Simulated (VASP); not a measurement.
# GaN (vib) (Fm-3m) in VASP: vibrations by perturbation theory with LDA

Aim: the vibrations by perturbation theory of GaN (vib) with LDA.

All numbers are computed with VASP 6.6.1; they aren't measurements. Logs are shortened: lines on timing, memory, paths and dates and some standing lists are left out, and cuts for length are marked.

## (1) The cell of the first run

It takes space group Fm-3m (No. 225, cubic). Conventional cell: a = 4.181 Å, b = 4.181 Å, c = 4.181 Å, α = 90.00°, β = 90.00°, γ = 90.00°. Within 2.8 Å of Ga (site symmetry m-3m) lie 6 N at 2.09 Å. Within 2.8 Å of N (site symmetry m-3m) lie 6 Ga at 2.09 Å.

## (2) Vibrations by perturbation theory, LDA

INCAR

```
PREC = Accurate
ENCUT = 600
EDIFF = 1E-8
ISMEAR = 0
SIGMA = 0.01
LREAL = False
LASPH = True
NELM = 120
ALGO = Normal
ISIF = 2
LWAVE = False
LCHARG = True
NBANDS = 16
IBRION = 8
NSW = 1
LEPSILON = True
GGA_COMPAT = False
```

KPOINTS

```
Automatic mesh
0
Gamma
  12 12 12
```

POSCAR

```
GaN
1.0
    0.0000000000      2.0904796590      2.0904796590
    2.0904796590      0.0000000000      2.0904796590
    2.0904796590      2.0904796590      0.0000000000
Ga N
1 1
Direct
    0.0000000000      0.0000000000      0.0000000000
    0.5000000000      0.5000000000      0.5000000000
```

Potentials or basis: VASP PAW LDA potentials, release 64 (Ga_d, N).

Started as:

```console
$ cat potpaw_LDA.64/Ga_d/POTCAR potpaw_LDA.64/N/POTCAR > POTCAR
$ mpirun -np 1 vasp_std > vasp.out
```

OUTCAR:

```text
PREC = Accurate
   ENCUT = 600
   EDIFF = 1E-8
   ISMEAR = 0
   LREAL = False
   LASPH = True
   NELM = 120
   ISIF = 2
   IBRION = 8
   NSW = 1
   LEPSILON = True

 ion  position               nearest neighbor table
   1  0.000  0.000  0.000-   2 2.09   2 2.09   2 2.09   2 2.09   2 2.09   2 2.09
   2  0.500  0.500  0.500-   1 2.09   1 2.09   1 2.09   1 2.09   1 2.09   1 2.09

  LATTYP: Found a face centered cubic cell.
 ALAT       =     4.1809593180

  Lattice vectors:

 A1 = (   0.0000000000,   2.0904796590,   2.0904796590)
 A2 = (   2.0904796590,   0.0000000000,   2.0904796590)
 A3 = (   2.0904796590,   2.0904796590,   0.0000000000)

Analysis of symmetry for initial positions (statically):
=====================================================================
 Subroutine PRICEL returns:
 Original cell was already a primitive cell.

 Routine SETGRP: Setting up the symmetry group for a
 face centered cubic supercell.

 Subroutine GETGRP returns: Found 48 space group operations
 (whereof 48 operations were pure point group operations)
 out of a pool of 48 trial point group operations.

The static configuration has the point symmetry O_h .

Analysis of symmetry for dynamics (positions and initial velocities):
=====================================================================
 Subroutine PRICEL returns:
 Original cell was already a primitive cell.

 Routine SETGRP: Setting up the symmetry group for a
 face centered cubic supercell.

 Subroutine GETGRP returns: Found 48 space group operations
 (whereof 48 operations were pure point group operations)
 out of a pool of 48 trial point group operations.

The dynamic configuration has the point symmetry O_h .

 Subroutine INISYM returns: Found 48 space group operations
 (whereof 48 operations are pure point group operations),
 and found     1 'primitive' translations

----------------------------------------------------------------------------------------

                                     Primitive cell

  volume of cell :      18.2712

  direct lattice vectors                    reciprocal lattice vectors
     0.000000000  2.090479659  2.090479659    -0.239179558  0.239179558  0.239179558
     2.090479659  0.000000000  2.090479659     0.239179558 -0.239179558  0.239179558
     2.090479659  2.090479659  0.000000000     0.239179558  0.239179558 -0.239179558

  length of vectors
     2.956384686  2.956384686  2.956384686     0.414271146  0.414271146  0.414271146

  position of ions in fractional coordinates (direct lattice)
     0.000000000  0.000000000  0.000000000
     0.500000000  0.500000000  0.500000000

  ion indices of the primitive-cell ions
   primitive index   ion index
                 1           1
                 2           2

----------------------------------------------------------------------------------------

 KPOINTS: Automatic mesh

Automatic generation of k-mesh.
 Grid dimensions read from file:
 generate k-points for:   12   12   12

 Generating k-lattice:

[... 603 lines left out ...]
 ------------------------------------------------------

 Free energy of the ion-electron system (eV)
  ---------------------------------------------------
  ---------------------------------------------------
  free energy    TOTEN  =        -0.35734006 eV

  energy without entropy =       -0.35734006

------------------------ aborting loop because EDIFF is reached ----------------------------------------

--------------------------------------- Ionic step        2  -------------------------------------------

------------------------ aborting loop because EDIFF is reached ----------------------------------------

--------------------------------------- Ionic step        3  -------------------------------------------

------------------------ aborting loop because EDIFF is reached ----------------------------------------

 PIEZOELECTRIC TENSOR FIELD DIRECTION 3  (e Angst)
 -----------------------------------------------------------------------------
     0.00003  0.00000  0.00000           ( -0.00002  0.00000 -0.00000)
     0.00000  0.00003  0.00000           (  0.00000 -0.00002  0.00000)
     0.00000  0.00000 -0.00007           ( -0.00000  0.00000 -0.00003)

 PIEZOELECTRIC TENSOR FIELD DIRECTION 3  (C/m^2)
 -----------------------------------------------------------------------------
     0.00003  0.00000  0.00000
     0.00000  0.00003  0.00000
     0.00000  0.00000 -0.00006

--------------------------------------- Ionic step        4  -------------------------------------------

------------------------ aborting loop because EDIFF is reached ----------------------------------------

[... ionic steps 5 to 6 ...]

--------------------------------------- Ionic step        7  -------------------------------------------

 Free energy of the ion-electron system (eV)
  ---------------------------------------------------
  ---------------------------------------------------
  free energy    TOTEN  =        -0.22816210 eV

  energy without entropy =       -0.22816210

------------------------ aborting loop because EDIFF is reached ----------------------------------------

 INTERNAL STRAIN TENSOR  FOR ION    2  DIRECTION 1   (eV/Angst):
 -----------------------------------------------------------------------------
    -0.10013 -0.00000 -0.00000
     0.00000  0.01925 -0.00000
     0.00000 -0.00000  0.01925

 MACROSCOPIC STATIC DIELECTRIC TENSOR (including local field effects in DFT)
 ------------------------------------------------------
           7.798162    -0.000000    -0.000000
          -0.000000     7.798162     0.000000
          -0.000000    -0.000000     7.798162
 ------------------------------------------------------

 PIEZOELECTRIC TENSOR (including local field effects)  for field in x, y, z        (e  Angst)
          XX          YY          ZZ          XY          YZ          ZX
  --------------------------------------------------------------------------------
  x     0.00000     0.00000     0.00000     0.00000     0.00000     0.00000
  y     0.00000     0.00000     0.00000     0.00000     0.00000     0.00000
  z     0.00000     0.00000     0.00000     0.00000     0.00000     0.00000

 PIEZOELECTRIC TENSOR (including local field effects)  for field in x, y, z        (C/m^2)
          XX          YY          ZZ          XY          YZ          ZX
  --------------------------------------------------------------------------------
  x     0.00000     0.00000     0.00000     0.00000     0.00000     0.00000
  y     0.00000     0.00000     0.00000     0.00000     0.00000     0.00000
  z     0.00000     0.00000     0.00000     0.00000     0.00000     0.00000

 BORN EFFECTIVE CHARGES (including local field effects) (in |e|, cummulative output)
 ---------------------------------------------------------------------------------
 ion    1
    1     3.51330     0.00000     0.00000
    2    -0.00000     3.51330     0.00000
    3     0.00000     0.00000     3.51330
 ion    2
    1    -3.51330    -0.00000     0.00000
    2     0.00000    -3.51330     0.00000
    3     0.00000     0.00000    -3.51330

 INTERNAL STRAIN TENSOR FOR ION    2 for displacements in x,y,z  (eV/Angst):
          X           Y           Z          XY          YZ          ZX
  --------------------------------------------------------------------------------
  x     0.00000     0.00000     0.00000     0.00000     0.00000     0.00000
  y     0.00000     0.00000     0.00000     0.00000     0.00000     0.00000
  z     0.00000     0.00000     0.00000     0.00000     0.00000     0.00000

 SECOND DERIVATIVES (NOT SYMMETRIZED)
 ------------------------------------
               1X          1Y          1Z          2X          2Y          2Z
  1X    -3.078193    0.000000    0.000000    3.078193    0.000000    0.000000
  1Y     0.000000   -3.078193    0.000000    0.000000    3.078193    0.000000
  1Z     0.000000    0.000000   -3.078193    0.000000    0.000000    3.078193
  2X     3.087937    0.000000    0.000000   -3.087937    0.000000    0.000000
  2Y     0.000000    3.087937    0.000000    0.000000   -3.087937    0.000000
  2Z     0.000000    0.000000    3.087937    0.000000    0.000000   -3.087937

 Eigenvectors and eigenvalues of the dynamical matrix
 ----------------------------------------------------

   1 f  =    8.043180 THz    50.536793 2PiTHz  268.291617 cm-1    33.263906 meV
             X         Y         Z           dx          dy          dz
      0.000000  0.000000  0.000000    -0.408398    0.000000   -0.000000
      2.090480  2.090480  2.090480     0.912804    0.000000   -0.000000
[... 21 lines left out ...]
   6 f/i=    0.004738 THz     0.029770 2PiTHz    0.158044 cm-1     0.019595 meV
             X         Y         Z           dx          dy          dz
      0.000000  0.000000  0.000000    -0.046042    0.092294    0.906958
      2.090480  2.090480  2.090480    -0.020600    0.041293    0.405782

--------------------------------------------------------------------------------------------------------

 MACROSCOPIC STATIC DIELECTRIC TENSOR IONIC CONTRIBUTION
 ------------------------------------------------------
          39.650287    -0.000000     0.000000
          -0.000000    39.650287     0.000000
           0.000000     0.000000    39.650287
 ------------------------------------------------------

 ELASTIC MODULI CONTR FROM IONIC RELAXATION (kBar)
 Direction    XX          YY          ZZ          XY          YZ          ZX
 --------------------------------------------------------------------------------
 XX           0.0000      0.0000      0.0000      0.0000      0.0000      0.0000
 YY           0.0000      0.0000      0.0000      0.0000      0.0000      0.0000
 ZZ           0.0000      0.0000      0.0000      0.0000      0.0000      0.0000
 XY           0.0000      0.0000      0.0000      0.0000      0.0000      0.0000
 YZ           0.0000      0.0000      0.0000      0.0000      0.0000      0.0000
 ZX           0.0000      0.0000      0.0000      0.0000      0.0000      0.0000
 --------------------------------------------------------------------------------

 PIEZOELECTRIC TENSOR IONIC CONTR  for field in x, y, z        (C/m^2)
          XX          YY          ZZ          XY          YZ          ZX
  --------------------------------------------------------------------------------
  x     0.00000     0.00000     0.00000     0.00000     0.00000     0.00000
  y     0.00000     0.00000     0.00000     0.00000     0.00000     0.00000
  z     0.00000     0.00000     0.00000     0.00000     0.00000     0.00000
```

Wall time 4.4 min (1 thread of Intel Xeon Platinum 8259CL at 2.50GHz (Skylake/Cascade Lake), shared host); peak memory 0.27 GiB.

Results:

```yaml
Electronic_dielectric_tensor_diagonal: 7.80
Born_charges_mean_of_the_diagonal: Ga +3.51; N -3.51 e
Highest_phonon_frequency_at_Γ_LO-TO_splitting_left_out: 268 cm⁻¹
```

Phonon frequencies in cm⁻¹ (negative: imaginary):
| q point | frequencies |
| --- | --- |
| (0.000, 0.000, 0.000) | 0 0 0 268 268 268 |

Electronic dielectric tensor:
```
7.80 0.00 0.00
0.00 7.80 0.00
0.00 0.00 7.80
```

Born effective charge tensors (e):
atom 1, Ga
```
3.51 0.00 0.00
0.00 3.51 0.00
0.00 0.00 3.51
```
atom 2, N
```
-3.51  0.00  0.00
 0.00 -3.51  0.00
 0.00  0.00 -3.51
```

Caveat: the cell wasn't relaxed at this level first, which shifts response properties.
